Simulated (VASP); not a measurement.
Crystal: KHf3O2.

```
K Hf O
1.0
     4.19194    0.00000    0.00000
    -2.09597    3.63032    0.00000
     0.00000    0.00000    8.23427
K Hf O
1 3 2
Direct
  0.66667 0.33333 0.00000
  0.66667 0.33333 0.50000
  0.00000 0.00000 0.00000
  0.00000 0.00000 0.50000
  0.33333 0.66667 0.24782
  0.33333 0.66667 0.75218
```

The cell was generated, and may not be a known phase.

* Program: VASP 6.6.1
* Task: relaxation of cell and atoms
* Functional: PBE
* Potentials or basis: VASP PAW PBE potentials, release 64 (K_sv, Hf_pv, O)
* Cutoff: 600 eV
* k mesh: 6 × 6 × 2
* Occupations: gaussian, width 0.1 eV
* Spin: no spin polarisation

At the start: pressure 4.0 GPa; volume 20.88 Å³/atom.

**Question.** Where does the relaxation end?

**Answer.** Over 7 steps the energy falls by 952.7 meV/atom and the volume is 18.86 Å³/atom (-9.7 %); space group P-6m2 (No. 187, to 0.1 Å) before and after.

The path:
| step | energy change (eV) | largest force (eV/Å) | pressure (GPa) | volume (Å³) |
| --- | --- | --- | --- | --- |
| 1 | 0.0000 | 0.6321 | 4.02 | 125.31 |
| 2 | -3.7881 | 0.5114 | -3.61 | 132.75 |
| 3 | -4.9688 | 0.3472 | -6.39 | 134.96 |
| 4 | -5.1478 | 0.2267 | -6.93 | 135.35 |
| 5 | -5.5820 | 0.0585 | -1.08 | 116.25 |
| 6 | -5.6042 | 0.0068 | -2.34 | 119.15 |
| 7 | -5.7164 | 0.0389 | 0.04 | 113.17 |

Final structure:
```xyz
6
Lattice="4.7134 0.0000 0.0000 -2.3567 4.0819 0.0000 0.0000 0.0000 5.8822" Properties=species:S:1:pos:R:3 pbc="T T T"
K     2.3567    1.3606    0.0000
Hf    2.3567    1.3606    2.9411
Hf    0.0000    0.0000    0.0000
Hf    0.0000    0.0000    2.9411
O     0.0000    2.7213    1.3993
O     0.0000    2.7213    4.4829
```

Caveat: the k points lie up to 0.53 Å⁻¹ apart in the final cell, too coarse for converged energies and pressures of a metal; a cell axis changed by over 15 % at a fixed basis, so the end point is rough.
